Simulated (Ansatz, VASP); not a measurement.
## YAl2N3 in VASP and in Ansatz

```
CELL_PARAMETERS angstrom
5.18583 0.00000 0.00000
-2.59291 4.49106 0.00000
0.00000 0.00000 2.82060
ATOMIC_POSITIONS crystal
Y 0.00000 0.00000 0.00000
Al 0.33333 0.66667 0.50000
Al 0.66667 0.33333 0.50000
N 0.50000 0.00000 0.00000
N 0.00000 0.50000 0.00000
N 0.50000 0.50000 0.00000
```

Alike in both runs: functional PBE; k mesh 12 × 12 × 14; occupations gaussian, width 0.1 eV; no spin polarisation.

Ansatz relaxed the structure, and its values are those at the end. VASP's run is a single point on that final structure, the one shown.

```csv
,VASP,Ansatz
version,VASP 6.6.1,Ansatz 0.2.0
potentials or method,"VASP PAW PBE potentials, release 64 (Y_sv, Al, N), cutoff 520 eV","scalar-relativistic, plane waves, PAW"
valence electrons in the cell,32,32
```

Ansatz gave:

- gap on the k mesh at the Fermi level (eV): none
- pressure (GPa): 0.0

Which values does VASP return?

gap on the k mesh at the Fermi level (eV): none; pressure (GPa): -0.1.

A gap of «none» marks a metal or a gap that the smearing closes.
